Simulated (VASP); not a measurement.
Wanted: the native input for a VASP 6.6.1 run.

```
Task                   : single point
Functional             : PBE
Potentials or basis    : VASP PAW PBE potentials, release 64 (Zn, S)
Cutoff                 : 520 eV
k mesh                 : 9 × 9 × 4
Occupations            : gaussian, width 0.05 eV
Spin                   : no spin polarisation
Dipole correction      : no
Further INCAR settings : ALGO = Normal; EDIFF = 1e-06; NBANDS = 26
```

The structure of ZnS lies in POSCAR:

```
ZnS
1.0
    3.8455587354      0.0000000000      0.0000000000
   -1.9227793677      3.3303515566      0.0000000000
    0.0000000000      0.0000000000      6.3037246812
Zn S
2 2
Direct
    0.3065489361      0.6470591271      0.0052003729
    0.6934510639      0.3529408729      0.5052003729
    0.3549777968      0.6825115136      0.3797996271
    0.6450222032      0.3174884864      0.8797996271
```

This cell differs from its parent crystal: atoms displaced along a vibrational mode.

These files were run (other wordings do the same):

INCAR

```
PREC = Accurate
ENCUT = 520
EDIFF = 1E-6
ISMEAR = 0
SIGMA = 0.05
LREAL = F
LASPH = T
NELM = 60
ALGO = Normal
ISIF = 2
LWAVE = F
LCHARG = F
GGA = PE
NBANDS = 26
```

KPOINTS

```
regular mesh
0
Gamma
  9 9 4
```

Potentials or basis: VASP PAW PBE potentials, release 64 (Zn, S).

Run with:

```sh
$ cat potpaw_PBE.64/Zn/POTCAR potpaw_PBE.64/S/POTCAR > POTCAR
$ mpirun -np 1 vasp_std > vasp.out
```

Results of the run:

The pressure is 0.1 GPa, the largest force is 0.116 eV/Å and the band gap on the k mesh is 2.04 eV.

Caveat: the cell differs from its parent crystal (atoms displaced along a vibrational mode).

It took 94 s on 1 thread of Intel(R) Xeon(R) 6975P-C (Granite Rapids) (shared host), peak memory 0.34 GiB.
